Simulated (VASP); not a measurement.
# Cu (Pm-3m) in VASP: single point with PBEsol

Aim: the single point of Cu with PBEsol.

Program: VASP 6.6.1. These are calculated values, not measurements. Logs are shortened: lines on timing, memory, paths and dates and some standing lists are left out, and cuts for length are marked.

### 1 The cell of the first run

It takes space group Pm-3m (No. 221, cubic). The conventional cell has a = 3.256 Å, b = 3.256 Å, c = 3.256 Å, α = 90.00°, β = 90.00°, γ = 90.00°. Cu (site symmetry m-3m) has 6 Cu at 3.26 Å within 4.3 Å.

### 2 Single point, PBEsol

INCAR

```
  PREC = Accurate
  ENCUT = 600
  EDIFF = 1E-6
  ISMEAR = -1
  SIGMA = 0.05
  LREAL = F
  LASPH = T
  NELM = 120
  ALGO = Normal
  ISIF = 2
  LWAVE = F
  LCHARG = F
  GGA = PS
  NBANDS = 12
  GGA_COMPAT = F
```

KPOINTS

```
Automatic mesh
0
Gamma
  7 7 7
```

POSCAR

```
Cu
1.0
    3.2560000000      0.0000000000      0.0000000000
    0.0000000000      3.2560000000      0.0000000000
    0.0000000000      0.0000000000      3.2560000000
Cu
1
Direct
    0.0000000000      0.0000000000      0.0000000000
```

Potentials or basis: VASP PAW PBE potentials, release 64 (Cu).

Command:

```sh
$ cat potpaw_PBE.64/Cu/POTCAR > POTCAR
$ mpirun -np 1 vasp_std > vasp.out
```

OUTCAR:

```text
PREC = Accurate
   ENCUT = 600
   EDIFF = 1E-6
   ISMEAR = -1
   LREAL = F
   LASPH = T
   NELM = 120
   ISIF = 2
   GGA = PS

 ion  position               nearest neighbor table
   1  0.000  0.000  0.000-

  LATTYP: Found a simple cubic cell.
 ALAT       =     3.2560000000

  Lattice vectors:

 A1 = (   3.2560000000,   0.0000000000,   0.0000000000)
 A2 = (   0.0000000000,   3.2560000000,   0.0000000000)
 A3 = (   0.0000000000,   0.0000000000,   3.2560000000)

Analysis of symmetry for initial positions (statically):
=====================================================================
 Subroutine PRICEL returns:
 Original cell was already a primitive cell.

 Routine SETGRP: Setting up the symmetry group for a
 simple cubic supercell.

 Subroutine GETGRP returns: Found 48 space group operations
 (whereof 48 operations were pure point group operations)
 out of a pool of 48 trial point group operations.

The static configuration has the point symmetry O_h .

Analysis of symmetry for dynamics (positions and initial velocities):
=====================================================================
 Subroutine PRICEL returns:
 Original cell was already a primitive cell.

 Routine SETGRP: Setting up the symmetry group for a
 simple cubic supercell.

 Subroutine GETGRP returns: Found 48 space group operations
 (whereof 48 operations were pure point group operations)
 out of a pool of 48 trial point group operations.

The dynamic configuration has the point symmetry O_h .

 Subroutine INISYM returns: Found 48 space group operations
 (whereof 48 operations are pure point group operations),
 and found     1 'primitive' translations

----------------------------------------------------------------------------------------

                                     Primitive cell

  volume of cell :      34.5186

  direct lattice vectors                    reciprocal lattice vectors
     3.256000000  0.000000000  0.000000000     0.307125307  0.000000000  0.000000000
     0.000000000  3.256000000  0.000000000     0.000000000  0.307125307  0.000000000
     0.000000000  0.000000000  3.256000000     0.000000000  0.000000000  0.307125307

  length of vectors
     3.256000000  3.256000000  3.256000000     0.307125307  0.307125307  0.307125307

  position of ions in fractional coordinates (direct lattice)
     0.000000000  0.000000000  0.000000000

  ion indices of the primitive-cell ions
   primitive index   ion index
                 1           1

----------------------------------------------------------------------------------------

 KPOINTS: Automatic mesh

Automatic generation of k-mesh.
 Grid dimensions read from file:
 generate k-points for:    7    7    7

 Generating k-lattice:

  Cartesian coordinates                     Fractional coordinates (reciprocal lattice)
     0.043875044  0.000000000  0.000000000     0.142857143  0.000000000  0.000000000
     0.000000000  0.043875044  0.000000000     0.000000000  0.142857143  0.000000000
     0.000000000  0.000000000  0.043875044     0.000000000  0.000000000  0.142857143

  Length of vectors
     0.043875044  0.043875044  0.043875044

  Shift w.r.t. Gamma in fractional coordinates (k-lattice)
     0.000000000  0.000000000  0.000000000

 Subroutine IBZKPT returns following result:
 ===========================================

 Found     20 irreducible k-points:

 Following reciprocal coordinates:
            Coordinates               Weight
  0.000000  0.000000  0.000000      1.000000
  0.142857  0.000000  0.000000      6.000000
  0.285714  0.000000  0.000000      6.000000
  0.428571  0.000000  0.000000      6.000000
  0.142857  0.142857  0.000000     12.000000
  0.285714  0.142857  0.000000     24.000000
[... 12 lines left out ...]
  0.428571  0.428571  0.285714     24.000000
  0.428571  0.428571  0.428571      8.000000
   k-points           NKPTS =     20   k-points in BZ     NKDIM =     20   number of bands    NBANDS=     12
   number of dos      NEDOS =    301   number of ions     NIONS =      1
   total plane-waves  NPLWV =  21952
   dimension x,y,z NGX =    28 NGY =   28 NGZ =   28
   dimension x,y,z NGXF=    56 NGYF=   56 NGZF=   56
   ions per type =               1
   NGX,Y,Z   is equivalent  to a cutoff of  14.30, 14.30, 14.30 a.u.
   NGXF,Y,Z  is equivalent  to a cutoff of  28.59, 28.59, 28.59 a.u.
 SYSTEM =  unknown system
   PREC   = accura    normal or accurate (medium, high low for compatibility)
   ISTART =      0    job   : 0-new  1-cont  2-samecut
   ICHARG =      2    charge: 1-file 2-atom 10-const
   ISPIN  =      1    spin polarized calculation?
   LNONCOLLINEAR =      F non collinear calculations
   LSORBIT =      F    spin-orbit coupling
   LASPH  =      T    aspherical Exc in radial PAW
   ENCUT  =  600.0 eV  44.10 Ry    6.64 a.u.   6.50  6.50  6.50*2*pi/ulx,y,z
   NELM   =    120;   NELMIN=  2; NELMDL= -5     # of ELM steps
   EDIFF  = 0.1E-05   stopping-criterion for ELM
   LREAL  =      F    real-space projection
   EDIFFG = 0.1E-04   stopping-criterion for IOM
   NSW    =      0    number of steps for IOM
   IBRION =     -1    ionic relax: 0-MD 1-quasi-New 2-CG
   NFREE  =      0    steps in history (QN), initial steepest desc. (CG)
   ISIF   =      2    stress and relaxation
   ISYM   =      2    0-nonsym 1-usesym 2-fastsym
   POTIM  = 0.5000    time-step for ionic-motion
   TEBEG  =    0.0;   TEEND  =   0.0 temperature during run
   PSTRESS=    0.0 pullay stress
   NELECT =      11.0000    total number of electrons
   NUPDOWN=      -1.0000    fix difference up-down
   EMIN   =  10.00;   EMAX   =-10.00  energy-range for DOS
   EFERMI =   0.00;   METHOD = LEGACY
   ISMEAR =    -1;   SIGMA  =   0.05  broadening in eV -4-tet -1-fermi 0-gaus
   EFERMI_NEDOS =   21; number of points for ismear=-14 and -15
   IALGO  =     38    algorithm
   IMIX   =      4    mixing-type and parameters
     AMIX     =   0.40;   BMIX     =  1.00
     AMIX_MAG =   1.60;   BMIX_MAG =  1.00
  volume/ion in A,a.u.               =      34.52       232.94
  Fermi-wavevector in a.u.,A,eV,Ry     =   1.118205  2.113101 17.012478  1.250382
  Thomas-Fermi vector in A             =   2.254834
   LORBIT       =      0    0 simple, 1 ext, 2 COOP (PROOUT), +10 PAW based schemes
   GGA     = PS    functional components
   LHFCALC =     F    Hartree Fock is set to
   AEXX    =    0.0000 exact exchange contribution
   IVDW    =     0    specifies the selected vdW correction
   LEPSILON=     F    determine dielectric tensor
   LRPA    =     F    only Hartree local field effects (RPA)
 non-spin polarized calculation
  energy-cutoff  :      600.00
  volume of cell :       34.52
 maximum number of plane-waves:      1189
 NGX is ok and might be reduce to    28
   NGX = 13   NGY = 13   NGZ = 13

 number of electron      11.0000014 magnetization

 Free energy of the ion-electron system (eV)
  ---------------------------------------------------
  ext. energy  EPLUGINS =         0.00000000
  ---------------------------------------------------
  free energy    TOTEN  =        -1.93979631 eV

  energy without entropy =       -1.93434868  energy(sigma->0) =       -1.93707249

 E-fermi :  -0.6537     XC(G=0):  -7.7064

 val. band max:       -0.6936707499   @ k =   0.2857   0.2857   0.2857
 cond. band min:      -0.3466298888   @ k =   0.4286   0.2857   0.0000
 fundamental gap:      0.3470408611
 Fermi energy:        -0.6536952778

 k-point     1 :       0.0000    0.0000    0.0000
  band No.  band energies     occupation
      1      -4.3126      2.00000
      2      -2.1468      2.00000
      3      -2.1468      2.00000
      4      -1.5356      2.00000
      5      -1.5356      2.00000
      6      -1.5356      2.00000
      7       9.4089      0.00000
      8       9.4089      0.00000
      9       9.4089      0.00000
     10      12.0219      0.00000
     11      12.0219      0.00000
     12      12.2223      0.00000

 k-point     2 :       0.1429    0.0000    0.0000
  band No.  band energies     occupation
      1      -4.0290      2.00000
      2      -2.1340      2.00000
      3      -2.0874      2.00000
      4      -1.5695      2.00000
      5      -1.5695      2.00000
      6      -1.5327      2.00000
      7       6.7420      0.00000
      8       9.7174      0.00000
      9       9.7174      0.00000
     10      12.2526      0.00000
     11      12.3713      0.00000
     12      15.2294      0.00000

 k-point     3 :       0.2857    0.0000    0.0000
  band No.  band energies     occupation
      1      -3.2572      2.00000
      2      -2.1052      2.00000
      3      -1.8673      2.00000
      4      -1.6438      2.00000
      5      -1.6438      2.00000
      6      -1.5264      2.00000
      7       3.6018      0.00000
      8      10.5693      0.00000
      9      10.5693      0.00000
     10      12.9568      0.00000
     11      13.0210      0.00000
     12      18.1845      0.00000

 k-point     4 :       0.4286    0.0000    0.0000
  band No.  band energies     occupation
      1      -2.5592      2.00000
      2      -2.0820      2.00000
      3      -1.7016      2.00000
      4      -1.7016      2.00000
      5      -1.5213      2.00000
      6      -1.0468      1.99923
      7       1.0091      0.00000
      8      11.6068      0.00000
      9      11.6068      0.00000
     10      14.0112      0.00000
     11      14.1620      0.00000
     12      15.9411      0.00000

 k-point     5 :       0.1429    0.1429    0.0000
  band No.  band energies     occupation
      1      -3.7456      2.00000
      2      -2.0975      2.00000
      3      -2.0524      2.00000
      4      -1.6050      2.00000
      5      -1.5697      2.00000
      6      -1.5623      2.00000
      7       6.9274      0.00000
      8       7.1405      0.00000
      9      10.0253      0.00000
     10      12.5346      0.00000
     11      15.2620      0.00000
     12      15.4799      0.00000
[... 168 lines left out ...]
      1      -1.9826      2.00000
      2      -1.8199      2.00000
      3      -1.8199      2.00000
      4      -1.7141      2.00000
      5      -1.7141      2.00000
      6      -0.6937      1.37974
      7       5.5591      0.00000
      8       5.5591      0.00000
      9       6.4228      0.00000
     10      12.0719      0.00000
     11      12.6823      0.00000
     12      12.6823      0.00000

 k-point    18 :       0.4286    0.2857    0.2857
  band No.  band energies     occupation
      1      -1.9766      2.00000
      2      -1.8798      2.00000
      3      -1.8193      2.00000
      4      -1.7188      2.00000
      5      -1.5974      2.00000
      6       0.5982      0.00000
      7       3.2584      0.00000
      8       6.5992      0.00000
      9       7.5016      0.00000
     10       9.8191      0.00000
     11      10.6016      0.00000
     12      13.7479      0.00000

 k-point    19 :       0.4286    0.4286    0.2857
  band No.  band energies     occupation
      1      -2.0332      2.00000
      2      -1.8908      2.00000
      3      -1.8812      2.00000
      4      -1.6601      2.00000
      5      -1.4528      2.00000
      6       1.8803      0.00000
      7       4.1403      0.00000
      8       4.6120      0.00000
      9       7.8265      0.00000
     10       8.4822      0.00000
     11      11.3839      0.00000
     12      11.6243      0.00000

 k-point    20 :       0.4286    0.4286    0.4286
  band No.  band energies     occupation
      1      -2.0017      2.00000
      2      -1.9795      2.00000
      3      -1.9795      2.00000
      4      -1.4472      2.00000
      5      -1.4472      2.00000
      6       3.1610      0.00000
      7       5.1485      0.00000
      8       5.1485      0.00000
      9       6.3685      0.00000
     10       8.7276      0.00000
     11       9.6069      0.00000
     12       9.6069      0.00000

------------------------ aborting loop because EDIFF is reached ----------------------------------------

  FORCE on cell =-STRESS in cart. coord.  units (eV):
  Direction    XX          YY          ZZ          XY          YZ          ZX
  --------------------------------------------------------------------------------------
  -------------------------------------------------------------------------------------
  Total       -2.1816384     -2.1816384     -2.1816384      0.0000000     -0.0000000      0.0000000
  in kB     -101.2605243   -101.2605243   -101.2605243      0.0000000     -0.0000000      0.0000000
  external PRESSURE =    -101.2605243 kB  Pullay stress =       0.0000000 kB

 VOLUME and BASIS-vectors are now :
 -----------------------------------------------------------------------------
  energy-cutoff  :      600.00
  volume of cell :       34.52
      direct lattice vectors                 reciprocal lattice vectors
     3.256000000  0.000000000  0.000000000     0.307125307  0.000000000  0.000000000
     0.000000000  3.256000000  0.000000000     0.000000000  0.307125307  0.000000000
     0.000000000  0.000000000  3.256000000     0.000000000  0.000000000  0.307125307

 POSITION                                       TOTAL-FORCE (eV/Angst)
 -----------------------------------------------------------------------------------
      0.00000      0.00000      0.00000         0.000000      0.000000      0.000000
 -----------------------------------------------------------------------------------
    total drift:                               -0.000000     -0.000000     -0.000000

  FREE ENERGIE OF THE ION-ELECTRON SYSTEM (eV)
  ---------------------------------------------------
  free  energy   TOTEN  =        -1.9397963076 eV

  energy  without entropy=       -1.9343486760  energy(sigma->0) =       -1.93707249
```

Run time: 7.4 s. Hardware: 1 thread of Intel Xeon Platinum 8375C at 2.90GHz (Ice Lake), shared host; peak memory 0.15 GiB.

Results:

```yaml
Free_energy: -1.9398 eV
Pressure: -10.1 GPa
```

Caveat: the PAW data sets were made with another functional, which shifts forces and pressure a little.
